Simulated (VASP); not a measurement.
# ZnS4 (C2) in VASP: notebook

The runs below take ZnS4 through single point, relaxation of cell and atoms, with PBE, r2SCAN.

All numbers are computed with VASP 6.6.1; they aren't measurements. Logs are shortened: lines on timing, memory, paths and dates and some standing lists are left out, and cuts for length are marked.

## (1) The cell of the first run

Symmetry: C2, No. 5, monoclinic system. Conventional cell: a = 6.293 Å, b = 5.024 Å, c = 7.444 Å, α = 90.00°, β = 106.95°, γ = 90.00°. Within 3.2 Å of Zn (site symmetry 2) lie 4 S at 2.40 Å. Within 2.9 Å of S (site symmetry 1) lie 1 S at 2.18 Å and 2 Zn at 2.40 Å. Within 2.6 Å of S (site symmetry 1) lie 2 S at 1.97 to 2.18 Å.

## (2) Single point, PBE

The input, INCAR:

```
SYSTEM = ZnS4
PREC = Accurate ; ENCUT = 520
EDIFF = 1E-6 ; ISMEAR = 0
SIGMA = 0.2 ; LREAL = .FALSE.
LASPH = .TRUE. ; NELM = 60
ALGO = Normal ; ISIF = 2
LWAVE = .FALSE. ; LCHARG = .FALSE.
GGA = PE ; NBANDS = 26
```

The input, KPOINTS:

```
Automatic mesh
0
G
  4 4 3
  0 0 0
```

The input, POSCAR:

```
ZnS4
1.0
    3.1399265395     -2.5121154876      0.2007871927
    3.1399265395      2.5121154876      0.2007871927
   -2.6202324135      0.0000000000      6.9677289982
Zn S
1 4
Direct
    0.0318751232     -0.0318751232      0.0000000000
    0.4514572831      0.9995446776      0.8240596542
    0.6558722793      0.6416600080      0.5910285101
    0.0004553224      0.5485427169      0.1759403458
    0.3583399920      0.3441277207      0.4089714899
```

Potentials or basis: VASP PAW PBE potentials, release 64 (Zn, S).

Launch:

```bash
$ cat potpaw_PBE.64/Zn/POTCAR potpaw_PBE.64/S/POTCAR > POTCAR
$ mpirun -np 1 vasp_std > vasp.out
```

OUTCAR:

```text
SYSTEM = ZnS4
   PREC = Accurate
   ENCUT = 520
   EDIFF = 1E-6
   ISMEAR = 0
   LREAL = .FALSE.
   LASPH = .TRUE.
   NELM = 60
   ISIF = 2
   GGA = PE

 ion  position               nearest neighbor table
   1  0.032  0.968  0.000-   4 2.40   2 2.40   4 2.40   2 2.40
   2  0.451  1.000  0.824-   3 2.18   1 2.40   1 2.40
   3  0.656  0.642  0.591-   5 1.97   2 2.18
   4  0.000  0.549  0.176-   5 2.18   1 2.40   1 2.40
   5  0.358  0.344  0.409-   3 1.97   4 2.18

  LATTYP: Found a base centered monoclinic cell.
 ALAT       =     6.2926796105
 B/A-ratio  =     0.7984247230
 C/A-ratio  =     1.1829803221
 COS(beta)  =    -0.2915373786

  Lattice vectors:

 A1 = (   3.1399265395,  -2.5121154876,   0.2007871927)
 A2 = (   3.1399265395,   2.5121154876,   0.2007871927)
 A3 = (  -2.6202324135,   0.0000000000,   6.9677289982)

Analysis of symmetry for initial positions (statically):
=====================================================================
 Subroutine PRICEL returns:
 Original cell was already a primitive cell.

 Routine SETGRP: Setting up the symmetry group for a
 base centered monoclinic supercell.

 Subroutine GETGRP returns: Found  2 space group operations
 (whereof  2 operations were pure point group operations)
 out of a pool of  4 trial point group operations.

The static configuration has the point symmetry C_2 .

Analysis of symmetry for dynamics (positions and initial velocities):
=====================================================================
 Subroutine PRICEL returns:
 Original cell was already a primitive cell.

 Routine SETGRP: Setting up the symmetry group for a
 base centered monoclinic supercell.

 Subroutine GETGRP returns: Found  2 space group operations
 (whereof  2 operations were pure point group operations)
 out of a pool of  4 trial point group operations.

The dynamic configuration has the point symmetry C_2 .

 Subroutine INISYM returns: Found  2 space group operations
 (whereof  2 operations are pure point group operations),
 and found     1 'primitive' translations

----------------------------------------------------------------------------------------

                                     Primitive cell

  volume of cell :     112.5642

  direct lattice vectors                    reciprocal lattice vectors
     3.139926539 -2.512115488  0.200787193     0.155500049 -0.199035435  0.058476193
     3.139926539  2.512115488  0.200787193     0.155500049  0.199035435  0.058476193
    -2.620232414  0.000000000  6.967728998    -0.008962007  0.000000000  0.140148599

  length of vectors
     4.026186582  4.026186582  7.444116153     0.259258240  0.259258240  0.140434851

  position of ions in fractional coordinates (direct lattice)
     0.031875123  0.968124877  0.000000000
     0.451457283  0.999544678  0.824059654
     0.655872279  0.641660008  0.591028510
     0.000455322  0.548542717  0.175940346
     0.358339992  0.344127721  0.408971490

  ion indices of the primitive-cell ions
   primitive index   ion index
                 1           1
                 2           2
                 3           3
                 4           4
                 5           5

----------------------------------------------------------------------------------------

 KPOINTS: Automatic mesh

Automatic generation of k-mesh.
 Grid dimensions read from file:
 generate k-points for:    4    4    3

 Generating k-lattice:

  Cartesian coordinates                     Fractional coordinates (reciprocal lattice)
     0.038875012 -0.049758859  0.014619048     0.250000000  0.000000000  0.000000000
     0.038875012  0.049758859  0.014619048     0.000000000  0.250000000  0.000000000
    -0.002987336  0.000000000  0.046716200     0.000000000  0.000000000  0.333333333

  Length of vectors
     0.064814560  0.064814560  0.046811617

  Shift w.r.t. Gamma in fractional coordinates (k-lattice)
     0.000000000  0.000000000  0.000000000

 Subroutine IBZKPT returns following result:
 ===========================================

 Found     17 irreducible k-points:

 Following reciprocal coordinates:
            Coordinates               Weight
  0.000000  0.000000  0.000000      1.000000
  0.250000  0.000000 -0.000000      4.000000
  0.500000  0.000000 -0.000000      2.000000
  0.250000  0.250000 -0.000000      2.000000
  0.500000  0.250000 -0.000000      4.000000
 -0.250000  0.250000  0.000000      2.000000
[... 9 lines left out ...]
 -0.250000  0.500000  0.333333      4.000000
 -0.250000 -0.250000  0.333333      2.000000
   k-points           NKPTS =     17   k-points in BZ     NKDIM =     17   number of bands    NBANDS=     26
   number of dos      NEDOS =    301   number of ions     NIONS =      5
   total plane-waves  NPLWV =  50400
   dimension x,y,z NGX =    30 NGY =   30 NGZ =   56
   dimension x,y,z NGXF=    60 NGYF=   60 NGZF=  112
   ions per type =               1   4
   NGX,Y,Z   is equivalent  to a cutoff of  12.39, 12.39, 12.51 a.u.
   NGXF,Y,Z  is equivalent  to a cutoff of  24.77, 24.77, 25.01 a.u.
 SYSTEM =  ZnS4
   PREC   = accura    normal or accurate (medium, high low for compatibility)
   ISTART =      0    job   : 0-new  1-cont  2-samecut
   ICHARG =      2    charge: 1-file 2-atom 10-const
   ISPIN  =      1    spin polarized calculation?
   LNONCOLLINEAR =      F non collinear calculations
   LSORBIT =      F    spin-orbit coupling
   LASPH  =      T    aspherical Exc in radial PAW
   ENCUT  =  520.0 eV  38.22 Ry    6.18 a.u.   7.49  7.49 13.84*2*pi/ulx,y,z
   NELM   =     60;   NELMIN=  2; NELMDL= -5     # of ELM steps
   EDIFF  = 0.1E-05   stopping-criterion for ELM
   LREAL  =      F    real-space projection
   EDIFFG = 0.1E-04   stopping-criterion for IOM
   NSW    =      0    number of steps for IOM
   IBRION =     -1    ionic relax: 0-MD 1-quasi-New 2-CG
   NFREE  =      0    steps in history (QN), initial steepest desc. (CG)
   ISIF   =      2    stress and relaxation
   ISYM   =      2    0-nonsym 1-usesym 2-fastsym
   POTIM  = 0.5000    time-step for ionic-motion
   TEBEG  =    0.0;   TEEND  =   0.0 temperature during run
   PSTRESS=    0.0 pullay stress
   NELECT =      36.0000    total number of electrons
   NUPDOWN=      -1.0000    fix difference up-down
   EMIN   =  10.00;   EMAX   =-10.00  energy-range for DOS
   EFERMI =   0.00;   METHOD = LEGACY
   ISMEAR =     0;   SIGMA  =   0.20  broadening in eV -4-tet -1-fermi 0-gaus
   EFERMI_NEDOS =   21; number of points for ismear=-14 and -15
   IALGO  =     38    algorithm
   IMIX   =      4    mixing-type and parameters
     AMIX     =   0.40;   BMIX     =  1.00
     AMIX_MAG =   1.60;   BMIX_MAG =  1.00
  volume/ion in A,a.u.               =      22.51       151.92
  Fermi-wavevector in a.u.,A,eV,Ry     =   1.119547  2.115637 17.053336  1.253385
  Thomas-Fermi vector in A             =   2.256187
   LORBIT       =      0    0 simple, 1 ext, 2 COOP (PROOUT), +10 PAW based schemes
   GGA     = PE    functional components
   LHFCALC =     F    Hartree Fock is set to
   AEXX    =    0.0000 exact exchange contribution
   IVDW    =     0    specifies the selected vdW correction
   LEPSILON=     F    determine dielectric tensor
   LRPA    =     F    only Hartree local field effects (RPA)
 non-spin polarized calculation
 Gauss-broadening in eV      SIGMA  =   0.20
  energy-cutoff  :      520.00
  volume of cell :      112.56
 maximum number of plane-waves:      3060
 NGX is ok and might be reduce to    30
   NGX = 15   NGY = 15   NGZ = 27

 number of electron      35.9999982 magnetization

 Free energy of the ion-electron system (eV)
  ---------------------------------------------------
  ext. energy  EPLUGINS =         0.00000000
  ---------------------------------------------------
  free energy    TOTEN  =       -18.03346686 eV

  energy without entropy =      -18.03346686  energy(sigma->0) =      -18.03346686

 E-fermi :   3.2025     XC(G=0):  -8.9755

 val. band max:        2.4068231752   @ k =  -0.2500   0.2500   0.3333
 cond. band min:       3.9760362853   @ k =   0.0000   0.0000   0.3333
 fundamental gap:      1.5692131101
 Fermi energy:         3.2025286740

 k-point     1 :       0.0000    0.0000    0.0000
  band No.  band energies     occupation
      1     -13.5393      2.00000
      2     -10.9958      2.00000
      3     -10.0473      2.00000
      4      -6.7612      2.00000
      5      -4.4169      2.00000
      6      -4.0369      2.00000
[... 18 lines left out ...]
     25       9.0888      0.00000
     26       9.8082      0.00000

 k-point     2 :       0.2500    0.0000   -0.0000
  band No.  band energies     occupation
      1     -13.3959      2.00000
      2     -11.0339      2.00000
      3      -9.8266      2.00000
      4      -7.0421      2.00000
      5      -4.3843      2.00000
      6      -4.0426      2.00000
[... 18 lines left out ...]
     25       9.4876      0.00000
     26      10.1545      0.00000

 k-point     3 :       0.5000    0.0000   -0.0000
  band No.  band energies     occupation
      1     -13.2354      2.00000
      2     -11.0698      2.00000
      3      -9.6140      2.00000
      4      -7.3020      2.00000
      5      -4.3409      2.00000
      6      -4.0229      2.00000
[... 18 lines left out ...]
     25      10.1326      0.00000
     26      10.3719      0.00000

 k-point     4 :       0.2500    0.2500   -0.0000
  band No.  band energies     occupation
      1     -13.2780      2.00000
      2     -11.0978      2.00000
      3      -9.5955      2.00000
      4      -7.2106      2.00000
      5      -4.3129      2.00000
      6      -4.0046      2.00000
[... 18 lines left out ...]
     25       9.2970      0.00000
     26       9.7053      0.00000
[... 293 lines left out ...]
      1     -13.0110      2.00000
      2     -10.9317      2.00000
      3      -9.5911      2.00000
      4      -7.3534      2.00000
      5      -4.1513      2.00000
      6      -3.9721      2.00000
[... 18 lines left out ...]
     25      10.2519      0.00000
     26      11.0216      0.00000

 k-point    16 :      -0.2500    0.5000    0.3333
  band No.  band energies     occupation
      1     -13.1330      2.00000
      2     -10.9583      2.00000
      3      -9.6539      2.00000
      4      -7.3278      2.00000
      5      -4.1802      2.00000
      6      -3.9717      2.00000
[... 18 lines left out ...]
     25       9.8882      0.00000
     26      10.4395      0.00000

 k-point    17 :      -0.2500   -0.2500    0.3333
  band No.  band energies     occupation
      1     -13.2936      2.00000
      2     -10.9455      2.00000
      3      -9.8354      2.00000
      4      -7.0716      2.00000
      5      -4.2835      2.00000
      6      -4.0511      2.00000
[... 18 lines left out ...]
     25       9.5706      0.00000
     26       9.7376      0.00000

------------------------ aborting loop because EDIFF is reached ----------------------------------------

  FORCE on cell =-STRESS in cart. coord.  units (eV):
  Direction    XX          YY          ZZ          XY          YZ          ZX
  --------------------------------------------------------------------------------------
  -------------------------------------------------------------------------------------
  Total        0.1197990     -0.3458474     -0.1550535      0.0000000      0.0000000      0.0369903
  in kB        1.7051530     -4.9226023     -2.2069473      0.0000000      0.0000000      0.5265001
  external PRESSURE =      -1.8081322 kB  Pullay stress =       0.0000000 kB

 VOLUME and BASIS-vectors are now :
 -----------------------------------------------------------------------------
  energy-cutoff  :      520.00
  volume of cell :      112.56
      direct lattice vectors                 reciprocal lattice vectors
     3.139926539 -2.512115488  0.200787193     0.155500049 -0.199035435  0.058476193
     3.139926539  2.512115488  0.200787193     0.155500049  0.199035435  0.058476193
    -2.620232414  0.000000000  6.967728998    -0.008962007  0.000000000  0.140148599

 POSITION                                       TOTAL-FORCE (eV/Angst)
 -----------------------------------------------------------------------------------
      3.13993      2.35197      0.20079        -0.000000     -0.034168      0.000000
      2.39681      1.37686      6.03317        -0.018976      0.003009     -0.082900
      2.52552     -0.03570      4.37865        -0.020905      0.014075      0.007711
      1.26281      1.37686      1.33614         0.018976      0.003009      0.082900
      1.13410     -0.03570      2.99065         0.020905      0.014075     -0.007711
 -----------------------------------------------------------------------------------
    total drift:                               -0.000000      0.001575     -0.000000

  FREE ENERGIE OF THE ION-ELECTRON SYSTEM (eV)
  ---------------------------------------------------
  free  energy   TOTEN  =       -18.0334668597 eV

  energy  without entropy=      -18.0334668566  energy(sigma->0) =      -18.03346686
```

Run time: 30 s. Hardware: 1 thread of Intel Xeon Platinum 8488C (Sapphire Rapids), shared host; peak memory 0.22 GiB.

Results:

```yaml
Free_energy: -18.0335 eV
Pressure: -0.2 GPa
Largest_force: 0.085 eV/Å
Band_gap_on_the_k_mesh: 1.57 eV, indirect (least direct gap 1.78 eV)
```

Forces on the atoms (eV/Å):
```
Zn   0.000 -0.034  0.000
S   -0.019  0.003 -0.083
S   -0.021  0.014  0.008
S    0.019  0.003  0.083
S    0.021  0.014 -0.008
```

[end of part 1 of 2]
